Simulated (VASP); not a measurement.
# Zr in VASP: a series of runs

The runs below take Zr through single point, with PBE.

All numbers are computed with VASP 6.6.1; they aren't measurements. Logs are shortened: lines on timing, memory, paths and dates and some standing lists are left out, and cuts for length are marked.

## 1. The cell of the first run

The structure is trigonal, space group R-3m (No. 166). Conventional cell: a = 5.017 Å, b = 5.017 Å, c = 3.260 Å, α = 90.00°, β = 90.00°, γ = 120.00°. Within 4.1 Å of Zr (site symmetry -3m) lie 14 Zr at 3.09 to 3.62 Å.

## 2. Single point, PBE (equal xy, yz and zx shear strains of +4 %)

INCAR

```
PREC     = Accurate       # precision mode
ENCUT    = 520            # plane-wave cutoff, eV
EDIFF    = 1E-6           # SCF threshold, eV
ISMEAR   = -1             # smearing method
SIGMA    = 0.03           # smearing width, eV
LREAL    = False          # projectors in reciprocal space
LASPH    = True           # aspherical terms in the spheres
NELM     = 100            # most SCF steps
ALGO     = Normal         # electronic algorithm
ISIF     = 2              # what is computed and relaxed
LWAVE    = False          # write WAVECAR
LCHARG   = False          # write CHGCAR
GGA      = PE             # functional
NBANDS   = 12             # bands
```

KPOINTS

```
regular mesh
0
Gamma
  16 16 16
```

POSCAR

```
Zr
1.0
   -1.7376000000      1.8100000000      1.8100000000
    1.8100000000     -1.7376000000      1.8100000000
    1.8100000000      1.8100000000     -1.7376000000
Zr
1
Direct
    0.0000000000      0.0000000000      0.0000000000
```

Potentials or basis: VASP PAW PBE potentials, release 64 (Zr_sv).

Started as:

```console
$ cat potpaw_PBE.64/Zr_sv/POTCAR > POTCAR
$ mpirun -np 1 vasp_std > vasp.out
```

OUTCAR:

```text
PREC = Accurate
   ENCUT = 520
   EDIFF = 1E-6
   ISMEAR = -1
   LREAL = False
   LASPH = True
   NELM = 100
   ISIF = 2
   GGA = PE

 ion  position               nearest neighbor table
   1  0.000  0.000  0.000-

  LATTYP: Found a trigonal (rhomboedric) cell.
 ALAT       =     3.0937766177
 COS(alpha) =    -0.3148959474

  Lattice vectors:

 A1 = (  -1.7376000000,   1.8100000000,   1.8100000000)
 A2 = (   1.8100000000,  -1.7376000000,   1.8100000000)
 A3 = (   1.8100000000,   1.8100000000,  -1.7376000000)

Analysis of symmetry for initial positions (statically):
=====================================================================
 Subroutine PRICEL returns:
 Original cell was already a primitive cell.

 Routine SETGRP: Setting up the symmetry group for a
 trigonal (rhombohedral) supercell.

 Subroutine GETGRP returns: Found 12 space group operations
 (whereof 12 operations were pure point group operations)
 out of a pool of 12 trial point group operations.

The static configuration has the point symmetry D_3d.

Analysis of symmetry for dynamics (positions and initial velocities):
=====================================================================
 Subroutine PRICEL returns:
 Original cell was already a primitive cell.

 Routine SETGRP: Setting up the symmetry group for a
 trigonal (rhombohedral) supercell.

 Subroutine GETGRP returns: Found 12 space group operations
 (whereof 12 operations were pure point group operations)
 out of a pool of 12 trial point group operations.

The dynamic configuration has the point symmetry D_3d.

 Subroutine INISYM returns: Found 12 space group operations
 (whereof 12 operations are pure point group operations),
 and found     1 'primitive' translations

----------------------------------------------------------------------------------------

                                     Primitive cell

  volume of cell :      23.6909

  direct lattice vectors                    reciprocal lattice vectors
    -1.737600000  1.810000000  1.810000000    -0.010841566  0.271039142  0.271039142
     1.810000000 -1.737600000  1.810000000     0.271039142 -0.010841566  0.271039142
     1.810000000  1.810000000 -1.737600000     0.271039142  0.271039142 -0.010841566

  length of vectors
     3.093776618  3.093776618  3.093776618     0.383460523  0.383460523  0.383460523

[... 77 lines left out ...]
   NELM   =    100;   NELMIN=  2; NELMDL= -5     # of ELM steps
   EDIFF  = 0.1E-05   stopping-criterion for ELM
   LREAL  =      F    real-space projection
   EDIFFG = 0.1E-04   stopping-criterion for IOM
   NSW    =      0    number of steps for IOM
   IBRION =     -1    ionic relax: 0-MD 1-quasi-New 2-CG
   NFREE  =      0    steps in history (QN), initial steepest desc. (CG)
   ISIF   =      2    stress and relaxation
   ISYM   =      2    0-nonsym 1-usesym 2-fastsym
   POTIM  = 0.5000    time-step for ionic-motion
   TEBEG  =    0.0;   TEEND  =   0.0 temperature during run
   PSTRESS=    0.0 pullay stress
   NELECT =      12.0000    total number of electrons
   NUPDOWN=      -1.0000    fix difference up-down
   EMIN   =  10.00;   EMAX   =-10.00  energy-range for DOS
   EFERMI =   0.00;   METHOD = LEGACY
   ISMEAR =    -1;   SIGMA  =   0.03  broadening in eV -4-tet -1-fermi 0-gaus
   EFERMI_NEDOS =   21; number of points for ismear=-14 and -15
   IALGO  =     38    algorithm
   IMIX   =      4    mixing-type and parameters
     AMIX     =   0.40;   BMIX     =  1.00
     AMIX_MAG =   1.60;   BMIX_MAG =  1.00
  volume/ion in A,a.u.               =      23.69       159.87
  Fermi-wavevector in a.u.,A,eV,Ry     =   1.304993  2.466079 23.170813  1.703007
  Thomas-Fermi vector in A             =   2.435892
   LORBIT       =      0    0 simple, 1 ext, 2 COOP (PROOUT), +10 PAW based schemes
   GGA     = PE    functional components
[... 5 lines left out ...]
 non-spin polarized calculation
  energy-cutoff  :      520.00
  volume of cell :       23.69
 maximum number of plane-waves:       652
   NGX = 11   NGY = 11   NGZ = 11

 number of electron      12.0000000 magnetization

 Free energy of the ion-electron system (eV)
  ---------------------------------------------------
  ext. energy  EPLUGINS =         0.00000000
  ---------------------------------------------------
  free energy    TOTEN  =        -8.41832624 eV

  energy without entropy =       -8.41223382  energy(sigma->0) =       -8.41528003

 E-fermi :   8.5165     XC(G=0): -10.9957

 val. band max:        8.5146555510   @ k =  -0.3125   0.3125   0.0625
 cond. band min:       8.5187012788   @ k =  -0.1875  -0.1875   0.0625
 fundamental gap:      0.0040457278
 Fermi energy:         8.5164844228

 k-point     1 :       0.0000    0.0000    0.0000
  band No.  band energies     occupation
      1     -40.0149      2.00000
      2     -17.6093      2.00000
      3     -17.5152      2.00000
      4     -17.5152      2.00000
      5       3.1864      2.00000
      6       9.3351      0.00000
      7       9.3351      0.00000
      8      10.1340      0.00000
      9      12.1245      0.00000
     10      12.1245      0.00000
     11      20.5930      0.00000
     12      20.5930      0.00000
[... 331 lines left out ...]
 k-point    24 :      -0.0625    0.0625    0.0000
  band No.  band energies     occupation
      1     -40.0089      2.00000
      2     -17.6148      2.00000
      3     -17.5552      2.00000
      4     -17.5229      2.00000
      5       3.3228      2.00000
      6       9.3201      0.00000
      7       9.4686      0.00000
      8      10.0466      0.00000
      9      11.9429      0.00000
     10      12.1098      0.00000
     11      20.7353      0.00000
     12      20.9003      0.00000

 [... further k-points ...]

------------------------ aborting loop because EDIFF is reached ----------------------------------------

  FORCE on cell =-STRESS in cart. coord.  units (eV):
  Direction    XX          YY          ZZ          XY          YZ          ZX
  --------------------------------------------------------------------------------------
  -------------------------------------------------------------------------------------
  Total       -0.4449855     -0.4449855     -0.4449855     -0.2165646     -0.2165646     -0.2165646
  in kB      -30.0936726    -30.0936726    -30.0936726    -14.6459256    -14.6459256    -14.6459256
  external PRESSURE =     -30.0936726 kB  Pullay stress =       0.0000000 kB

 VOLUME and BASIS-vectors are now :
 -----------------------------------------------------------------------------
  energy-cutoff  :      520.00
  volume of cell :       23.69
      direct lattice vectors                 reciprocal lattice vectors
    -1.737600000  1.810000000  1.810000000    -0.010841566  0.271039142  0.271039142
     1.810000000 -1.737600000  1.810000000     0.271039142 -0.010841566  0.271039142
     1.810000000  1.810000000 -1.737600000     0.271039142  0.271039142 -0.010841566

 POSITION                                       TOTAL-FORCE (eV/Angst)
 -----------------------------------------------------------------------------------
      0.00000      0.00000      0.00000         0.000000      0.000000     -0.000000
 -----------------------------------------------------------------------------------
    total drift:                                0.000000      0.000000      0.000000

  FREE ENERGIE OF THE ION-ELECTRON SYSTEM (eV)
  ---------------------------------------------------
  free  energy   TOTEN  =        -8.4183262444 eV

  energy  without entropy=       -8.4122338233  energy(sigma->0) =       -8.41528003
```

Wall time 38 s (1 thread of Intel Xeon Platinum 8488C (Sapphire Rapids), shared host); peak memory 0.22 GiB.

What came out:

| Item | Value |
| --- | --- |
| Free energy | -8.4183 eV |
| Pressure | -3.0 GPa |
| Band gap on the k mesh | zero (band 6 reaches 9.34 eV, above the bottom of band 7 at 7.87 eV) |

Caveat: the cell differs from its parent crystal (equal xy, yz and zx shear strains of +4 %).

## 3. Single point, PBE (xy shear strain of -2 %)

INCAR

```
PREC = Accurate
ENCUT = 520
EDIFF = 1E-7
ISMEAR = -1
SIGMA = 0.03
LREAL = False
LASPH = True
NELM = 60
ALGO = Normal
ISIF = 2
LWAVE = False
LCHARG = False
GGA = PE
NBANDS = 12
```

KPOINTS

```
Automatic mesh
0
Gamma
  16 16 16
```

POSCAR

```
Zr
1.0
   -1.8281000000      1.8281000000      1.8100000000
    1.8281000000     -1.8281000000      1.8100000000
    1.7919000000      1.7919000000     -1.8100000000
Zr
1
Direct
    0.0000000000      0.0000000000      0.0000000000
```

Potentials or basis: VASP PAW PBE potentials, release 64 (Zr_sv).

Started as:

```console
$ cat potpaw_PBE.64/Zr_sv/POTCAR > POTCAR
$ mpirun -np 1 vasp_std > vasp.out
```

OUTCAR:

```text
PREC = Accurate
   ENCUT = 520
   EDIFF = 1E-7
   ISMEAR = -1
   LREAL = False
   LASPH = True
   NELM = 60
   ISIF = 2
   GGA = PE

 ion  position               nearest neighbor table
   1  0.000  0.000  0.000-

  LATTYP: Found a face centered orthorhombic cell.
 ALAT       =     3.6200000000
 B/A-ratio  =     1.4000714267
 C/A-ratio  =     1.4283556980

  Lattice vectors:

 A1 = (  -0.0362000000,   3.6200000000,   0.0000000000)
[... 537 lines left out ...]
     10      12.0484      0.00000
     11      20.9973      0.00000
     12      21.0676      0.00000

 [... further k-points ...]

------------------------ aborting loop because EDIFF is reached ----------------------------------------

  FORCE on cell =-STRESS in cart. coord.  units (eV):
  Direction    XX          YY          ZZ          XY          YZ          ZX
  --------------------------------------------------------------------------------------
  -------------------------------------------------------------------------------------
  Total       -0.4592317     -0.4592317     -0.4648292      0.0829719     -0.0000000     -0.0000000
  in kB      -31.0234515    -31.0234515    -31.4015942      5.6051801     -0.0000000     -0.0000000
  external PRESSURE =     -31.1494991 kB  Pullay stress =       0.0000000 kB

 VOLUME and BASIS-vectors are now :
 -----------------------------------------------------------------------------
  energy-cutoff  :      520.00
  volume of cell :       23.72
      direct lattice vectors                 reciprocal lattice vectors
    -1.828100000  1.828100000  1.810000000     0.002762707  0.276270721  0.276243094
     1.828100000 -1.828100000  1.810000000     0.276270721  0.002762707  0.276243094
     1.791900000  1.791900000 -1.810000000     0.279033428  0.279033428  0.000000000

 POSITION                                       TOTAL-FORCE (eV/Angst)
 -----------------------------------------------------------------------------------
      0.00000      0.00000      0.00000        -0.000000      0.000000      0.000000
 -----------------------------------------------------------------------------------
    total drift:                                0.000000      0.000000      0.000000

  FREE ENERGIE OF THE ION-ELECTRON SYSTEM (eV)
  ---------------------------------------------------
  free  energy   TOTEN  =        -8.4290334957 eV

  energy  without entropy=       -8.4228791346  energy(sigma->0) =       -8.42595632
```

OSZICAR:

```text
N       E                     dE             d eps       ncg     rms          rms(c)
DAV:   1     0.865528034712E+02    0.86553E+02   -0.69082E+03 14936   0.995E+02
DAV:   2    -0.567861633024E+01   -0.92231E+02   -0.89728E+02 17396   0.270E+02
DAV:   3    -0.870992375397E+01   -0.30313E+01   -0.29838E+01 22476   0.411E+01
DAV:   4    -0.877387991589E+01   -0.63956E-01   -0.63926E-01 17240   0.567E+00
DAV:   5    -0.877514470402E+01   -0.12648E-02   -0.12648E-02 21572   0.592E-01    0.978E+00
DAV:   6    -0.847968778274E+01    0.29546E+00   -0.38538E-01 16176   0.569E+00    0.383E+00
DAV:   7    -0.842619631566E+01    0.53491E-01   -0.19412E-01 18380   0.384E+00    0.667E-01
DAV:   8    -0.842903356448E+01   -0.28372E-02   -0.11410E-02 17552   0.121E+00    0.119E-01
DAV:   9    -0.842904543904E+01   -0.11875E-04   -0.50002E-04 20252   0.198E-01    0.247E-02
DAV:  10    -0.842903543045E+01    0.10009E-04   -0.19420E-05 17456   0.455E-02    0.104E-02
DAV:  11    -0.842903351205E+01    0.19184E-05   -0.15511E-06 18504   0.132E-02    0.100E-03
DAV:  12    -0.842903349573E+01    0.16315E-07   -0.11068E-07 14524   0.263E-03
   1 F= -.84290335E+01 E0= -.84259563E+01  d E =-.615436E-02
```

stdout:

```text
POSCAR found type information on POSCAR Zr
 POSCAR found :  1 types and       1 ions
 scaLAPACK will be used
 LDA part: xc-table for (Slater+PW92), standard interpolation
 POSCAR, INCAR and KPOINTS ok, starting setup
 FFT: planning ... GRIDC
 FFT: planning ... GRID_SOFT
 FFT: planning ... GRID
 WAVECAR not read
 entering main loop
```

Run time: 54 s. Hardware: 1 thread of Intel Xeon 6975P-C, shared host; peak memory 0.28 GiB.

Results:

```yaml
Free_energy: -8.4290 eV
Pressure: -3.1 GPa
Band_gap_on_the_k_mesh: zero (band 6 reaches 9.60 eV, above the bottom of band 7 at 7.81 eV)
```

Caveat: the cell differs from its parent crystal (xy shear strain of -2 %).
